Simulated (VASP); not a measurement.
# SiCl (R-3m) in VASP: single point with PBE

Aim: the single point of SiCl with PBE.

Everything below comes from runs of VASP 6.6.1. Logs are shortened: lines on timing, memory, paths and dates and some standing lists are left out, and cuts for length are marked.

### 1 The cell of the first run

The structure is trigonal, space group R-3m (No. 166). Conventional cell: a = 3.201 Å, b = 3.201 Å, c = 12.997 Å, α = 90.00°, β = 90.00°, γ = 120.00°. Si (site symmetry -3m) has 6 Cl at 2.85 Å and 6 Si at 3.20 Å within 3.8 Å. Cl (site symmetry -3m) has 6 Si at 2.85 Å and 6 Cl at 3.20 Å within 3.8 Å.

### 2 Single point, PBE

The input, INCAR:

```
PREC = Accurate
ENCUT = 520
EDIFF = 1E-6
ISMEAR = 0
SIGMA = 0.1
LREAL = False
LASPH = True
NELM = 80
ALGO = Normal
ISIF = 2
LWAVE = False
LCHARG = False
GGA = PE
NBANDS = 12
```

The input, KPOINTS:

```
Automatic mesh
0
Gamma
  24 24 24
```

The input, POSCAR:

```
SiCl
1.0
    1.6006353831      0.9241272693      4.3321927645
   -1.6006353831      0.9241272693      4.3321927645
    0.0000000000     -1.8482545386      4.3321927645
Si Cl
1 1
Direct
    0.0000000000      0.0000000000      0.0000000000
    0.5000000000      0.5000000000      0.5000000000
```

Potentials or basis: VASP PAW PBE potentials, release 64 (Si, Cl).

Command:

```sh
cat potpaw_PBE.64/Si/POTCAR potpaw_PBE.64/Cl/POTCAR > POTCAR
mpirun -np 1 vasp_std > vasp.out
```

OUTCAR:

```text
PREC = Accurate
   ENCUT = 520
   EDIFF = 1E-6
   ISMEAR = 0
   LREAL = False
   LASPH = True
   NELM = 80
   ISIF = 2
   GGA = PE

 ion  position               nearest neighbor table
   1  0.000  0.000  0.000-   2 2.85   2 2.85   2 2.85   2 2.85   2 2.85   2 2.85
   2  0.500  0.500  0.500-   1 2.85   1 2.85   1 2.85   1 2.85   1 2.85   1 2.85

  LATTYP: Found a trigonal (rhomboedric) cell.
 ALAT       =     4.7099829074
 COS(alpha) =     0.7690190519

  Lattice vectors:

 A1 = (   1.6006353831,   0.9241272693,   4.3321927645)
 A2 = (  -1.6006353831,   0.9241272693,   4.3321927645)
 A3 = (   0.0000000000,  -1.8482545386,   4.3321927645)

Analysis of symmetry for initial positions (statically):
=====================================================================
 Subroutine PRICEL returns:
 Original cell was already a primitive cell.

 Routine SETGRP: Setting up the symmetry group for a
 trigonal (rhombohedral) supercell.

 Subroutine GETGRP returns: Found 12 space group operations
 (whereof 12 operations were pure point group operations)
 out of a pool of 12 trial point group operations.

The static configuration has the point symmetry D_3d.

Analysis of symmetry for dynamics (positions and initial velocities):
=====================================================================
 Subroutine PRICEL returns:
 Original cell was already a primitive cell.

 Routine SETGRP: Setting up the symmetry group for a
 trigonal (rhombohedral) supercell.

 Subroutine GETGRP returns: Found 12 space group operations
 (whereof 12 operations were pure point group operations)
 out of a pool of 12 trial point group operations.

The dynamic configuration has the point symmetry D_3d.

 Subroutine INISYM returns: Found 12 space group operations
 (whereof 12 operations are pure point group operations),
 and found     1 'primitive' translations

----------------------------------------------------------------------------------------

                                     Primitive cell

  volume of cell :      38.4488

  direct lattice vectors                    reciprocal lattice vectors
     1.600635383  0.924127269  4.332192765     0.312375951  0.180350339  0.076943329
    -1.600635383  0.924127269  4.332192765    -0.312375951  0.180350339  0.076943329
     0.000000000 -1.848254539  4.332192765     0.000000000 -0.360700679  0.076943329

  length of vectors
     4.709982907  4.709982907  4.709982907     0.368816019  0.368816019  0.368816019

  position of ions in fractional coordinates (direct lattice)
     0.000000000  0.000000000  0.000000000
     0.500000000  0.500000000  0.500000000

  ion indices of the primitive-cell ions
   primitive index   ion index
                 1           1
                 2           2

----------------------------------------------------------------------------------------

 KPOINTS: Automatic mesh

Automatic generation of k-mesh.
 Grid dimensions read from file:
 generate k-points for:   24   24   24

 Generating k-lattice:

  Cartesian coordinates                     Fractional coordinates (reciprocal lattice)
     0.013015665  0.007514597  0.003205972     0.041666667  0.000000000  0.000000000
    -0.013015665  0.007514597  0.003205972     0.000000000  0.041666667  0.000000000
     0.000000000 -0.015029195  0.003205972     0.000000000  0.000000000  0.041666667

  Length of vectors
     0.015367334  0.015367334  0.015367334

  Shift w.r.t. Gamma in fractional coordinates (k-lattice)
     0.000000000  0.000000000  0.000000000

 Subroutine IBZKPT returns following result:
 ===========================================

 Found   1313 irreducible k-points:

 Following reciprocal coordinates:
            Coordinates               Weight
  0.000000  0.000000  0.000000      1.000000
  0.041667  0.000000 -0.000000      6.000000
  0.083333  0.000000 -0.000000      6.000000
  0.125000  0.000000  0.000000      6.000000
  0.166667  0.000000 -0.000000      6.000000
  0.208333  0.000000  0.000000      6.000000
[... 16 lines left out ...]
  0.416667  0.041667 -0.000000     12.000000
  0.458333  0.041667 -0.000000     12.000000
 [... further k-points ...]
   k-points           NKPTS =   1313   k-points in BZ     NKDIM =   1313   number of bands    NBANDS=     12
   number of dos      NEDOS =    301   number of ions     NIONS =      2
   total plane-waves  NPLWV =  46656
   dimension x,y,z NGX =    36 NGY =   36 NGZ =   36
   dimension x,y,z NGXF=    72 NGYF=   72 NGZF=   72
   ions per type =               1   1
   NGX,Y,Z   is equivalent  to a cutoff of  12.71, 12.71, 12.71 a.u.
   NGXF,Y,Z  is equivalent  to a cutoff of  25.41, 25.41, 25.41 a.u.
 SYSTEM =  unknown system
   PREC   = accura    normal or accurate (medium, high low for compatibility)
   ISTART =      0    job   : 0-new  1-cont  2-samecut
   ICHARG =      2    charge: 1-file 2-atom 10-const
   ISPIN  =      1    spin polarized calculation?
   LNONCOLLINEAR =      F non collinear calculations
   LSORBIT =      F    spin-orbit coupling
   LASPH  =      T    aspherical Exc in radial PAW
   ENCUT  =  520.0 eV  38.22 Ry    6.18 a.u.   8.76  8.76  8.76*2*pi/ulx,y,z
   NELM   =     80;   NELMIN=  2; NELMDL= -5     # of ELM steps
   EDIFF  = 0.1E-05   stopping-criterion for ELM
   LREAL  =      F    real-space projection
   EDIFFG = 0.1E-04   stopping-criterion for IOM
   NSW    =      0    number of steps for IOM
   IBRION =     -1    ionic relax: 0-MD 1-quasi-New 2-CG
   NFREE  =      0    steps in history (QN), initial steepest desc. (CG)
   ISIF   =      2    stress and relaxation
   ISYM   =      2    0-nonsym 1-usesym 2-fastsym
   POTIM  = 0.5000    time-step for ionic-motion
   TEBEG  =    0.0;   TEEND  =   0.0 temperature during run
   PSTRESS=    0.0 pullay stress
   NELECT =      11.0000    total number of electrons
   NUPDOWN=      -1.0000    fix difference up-down
   EMIN   =  10.00;   EMAX   =-10.00  energy-range for DOS
   EFERMI =   0.00;   METHOD = LEGACY
   ISMEAR =     0;   SIGMA  =   0.10  broadening in eV -4-tet -1-fermi 0-gaus
   EFERMI_NEDOS =   21; number of points for ismear=-14 and -15
   IALGO  =     38    algorithm
   IMIX   =      4    mixing-type and parameters
     AMIX     =   0.40;   BMIX     =  1.00
     AMIX_MAG =   1.60;   BMIX_MAG =  1.00
  volume/ion in A,a.u.               =      19.22       129.73
  Fermi-wavevector in a.u.,A,eV,Ry     =   1.078726  2.038497 15.832429  1.163651
  Thomas-Fermi vector in A             =   2.214673
   LORBIT       =      0    0 simple, 1 ext, 2 COOP (PROOUT), +10 PAW based schemes
   GGA     = PE    functional components
   LHFCALC =     F    Hartree Fock is set to
   AEXX    =    0.0000 exact exchange contribution
   IVDW    =     0    specifies the selected vdW correction
   LEPSILON=     F    determine dielectric tensor
   LRPA    =     F    only Hartree local field effects (RPA)
 non-spin polarized calculation
 Gauss-broadening in eV      SIGMA  =   0.10
  energy-cutoff  :      520.00
  volume of cell :       38.45
 maximum number of plane-waves:      1056
   NGX = 17   NGY = 17   NGZ = 17

 number of electron      11.0000000 magnetization

 Free energy of the ion-electron system (eV)
  ---------------------------------------------------
  ext. energy  EPLUGINS =         0.00000000
  ---------------------------------------------------
  free energy    TOTEN  =        -6.59647866 eV

  energy without entropy =       -6.59295430  energy(sigma->0) =       -6.59471648

 E-fermi :   6.1692     XC(G=0): -10.0149

 val. band max:        6.1670396315   @ k =  -0.2917   0.5000   0.1667
 cond. band min:       6.1739945317   @ k =  -0.3750  -0.4167   0.0833
 fundamental gap:      0.0069549002
 Fermi energy:         6.1692182978

 k-point     1 :       0.0000    0.0000    0.0000
  band No.  band energies     occupation
      1     -10.9129      2.00000
      2      -1.9874      2.00000
      3      -0.2775      2.00000
      4       4.0300      2.00000
      5       4.0300      2.00000
      6      10.3978      0.00000
      7      11.6312      0.00000
      8      11.6312      0.00000
      9      12.1508      0.00000
     10      15.0172      0.00000
     11      15.0172      0.00000
     12      15.9860      0.00000

 k-point     2 :       0.0417    0.0000   -0.0000
  band No.  band energies     occupation
      1     -10.8951      2.00000
      2      -1.9822      2.00000
      3      -0.2405      2.00000
      4       3.9463      2.00000
      5       4.0118      2.00000
      6      10.3115      0.00000
      7      11.3259      0.00000
      8      11.5161      0.00000
      9      12.3510      0.00000
     10      14.9745      0.00000
     11      15.1587      0.00000
     12      15.9833      0.00000

 k-point     3 :       0.0833    0.0000   -0.0000
  band No.  band energies     occupation
      1     -10.8422      2.00000
      2      -1.9658      2.00000
      3      -0.1324      2.00000
      4       3.7121      2.00000
      5       3.9591      2.00000
      6      10.0333      0.00000
      7      10.7564      0.00000
      8      11.2228      0.00000
      9      12.6841      0.00000
     10      14.8030      0.00000
     11      15.5244      0.00000
     12      16.0567      0.00000

 k-point     4 :       0.1250    0.0000    0.0000
  band No.  band energies     occupation
      1     -10.7562      2.00000
      2      -1.9367      2.00000
      3       0.0379      2.00000
      4       3.3709      2.00000
      5       3.8774      2.00000
      6       9.4953      0.00000
      7      10.1972      0.00000
      8      10.8426      0.00000
      9      12.9933      0.00000
     10      14.6336      0.00000
     11      16.0087      0.00000
     12      16.1936      0.00000

 k-point     5 :       0.1667    0.0000   -0.0000
  band No.  band energies     occupation
      1     -10.6402      2.00000
      2      -1.8953      2.00000
      3       0.2556      2.00000
      4       2.9789      2.00000
      5       3.7746      2.00000
      6       8.7359      0.00000
      7       9.7203      0.00000
      8      10.4403      0.00000
      9      13.0820      0.00000
     10      14.7584      0.00000
     11      16.2904      0.00000
     12      16.5469      0.00000
[... 228 lines left out ...]
      1     -10.0717      2.00000
      2      -1.8334      2.00000
      3       0.8726      2.00000
      4       2.3814      2.00000
      5       3.3233      2.00000
      6       6.0453      1.92026
      7       7.8350      0.00000
      8       9.1627      0.00000
      9      12.8029      0.00000
     10      15.1299      0.00000
     11      16.6194      0.00000
     12      18.2263      0.00000

 k-point    22 :       0.3750    0.0417   -0.0000
  band No.  band energies     occupation
      1      -9.9121      2.00000
      2      -1.8367      2.00000
      3       0.8522      2.00000
      4       2.5916      2.00000
      5       3.2308      2.00000
      6       5.3580      2.00000
      7       7.4429      0.00000
      8       8.8876      0.00000
      9      12.7346      0.00000
     10      14.5731      0.00000
     11      17.0196      0.00000
     12      18.6992      0.00000

 k-point    23 :       0.4167    0.0417   -0.0000
  band No.  band energies     occupation
      1      -9.7748      2.00000
      2      -1.8750      2.00000
      3       0.8813      2.00000
      4       2.8251      2.00000
      5       3.1758      2.00000
      6       4.7633      2.00000
      7       7.0986      0.00000
      8       8.6800      0.00000
      9      12.7401      0.00000
     10      14.0528      0.00000
     11      17.2647      0.00000
     12      19.2621      0.00000

 k-point    24 :       0.4583    0.0417   -0.0000
  band No.  band energies     occupation
      1      -9.6737      2.00000
      2      -1.9252      2.00000
      3       0.9690      2.00000
      4       2.9531      2.00000
      5       3.2052      2.00000
      6       4.2920      2.00000
      7       6.8440      0.00000
      8       8.5443      0.00000
      9      12.7979      0.00000
     10      13.6409      0.00000
     11      17.4104      0.00000
     12      19.7419      0.00000

 [... further k-points ...]

------------------------ aborting loop because EDIFF is reached ----------------------------------------

  FORCE on cell =-STRESS in cart. coord.  units (eV):
  Direction    XX          YY          ZZ          XY          YZ          ZX
  --------------------------------------------------------------------------------------
  -------------------------------------------------------------------------------------
  Total       -0.0051727     -0.0051727      0.0105696     -0.0000000      0.0000000      0.0000000
  in kB       -0.2155472     -0.2155472      0.4404390     -0.0000000      0.0000000      0.0000000
  external PRESSURE =       0.0031149 kB  Pullay stress =       0.0000000 kB

 VOLUME and BASIS-vectors are now :
 -----------------------------------------------------------------------------
  energy-cutoff  :      520.00
  volume of cell :       38.45
      direct lattice vectors                 reciprocal lattice vectors
     1.600635383  0.924127269  4.332192765     0.312375951  0.180350339  0.076943329
    -1.600635383  0.924127269  4.332192765    -0.312375951  0.180350339  0.076943329
     0.000000000 -1.848254539  4.332192765     0.000000000 -0.360700679  0.076943329

 POSITION                                       TOTAL-FORCE (eV/Angst)
 -----------------------------------------------------------------------------------
      0.00000      0.00000      0.00000        -0.000000      0.000000     -0.000000
      0.00000      0.00000      6.49829         0.000000     -0.000000      0.000000
 -----------------------------------------------------------------------------------
    total drift:                                0.000000     -0.000000      0.000000

  FREE ENERGIE OF THE ION-ELECTRON SYSTEM (eV)
  ---------------------------------------------------
  free  energy   TOTEN  =        -6.5964786568 eV

  energy  without entropy=       -6.5929542951  energy(sigma->0) =       -6.59471648
```

It took 4.4 min on 1 thread of Intel Xeon 6975P-C (Granite Rapids), shared host; peak memory 0.65 GiB.

What came out:

```
Free energy            : -6.5965 eV
Pressure               : 0.0 GPa
Band gap on the k mesh : zero (an odd number of electrons rules out a gap without spin polarisation)
```

Levels at points of the mesh, in eV from the Fermi level:
```tsv
k point	band 2	band 3	band 4	band 5	band 6	band 7	band 8	band 9
(0.00, 0.00, 0.00)	-8.16	-6.45	-2.14	-2.14	4.23	5.46	5.46	5.98
(0.50, 0.00, 0.00)	-8.15	-5.06	-3.04	-3.04	-2.20	0.48	2.48	6.38
(0.50, 0.50, 0.00)	-6.89	-6.12	-6.02	-3.28	0.44	3.85	4.19	4.27
(0.50, 0.50, 0.50)	-10.61	-2.15	-2.15	-1.46	0.64	4.73	4.73	7.95
```

Caveat: an odd number of electrons without spin polarisation forces a metal; a magnetic or distorted state may lie lower.
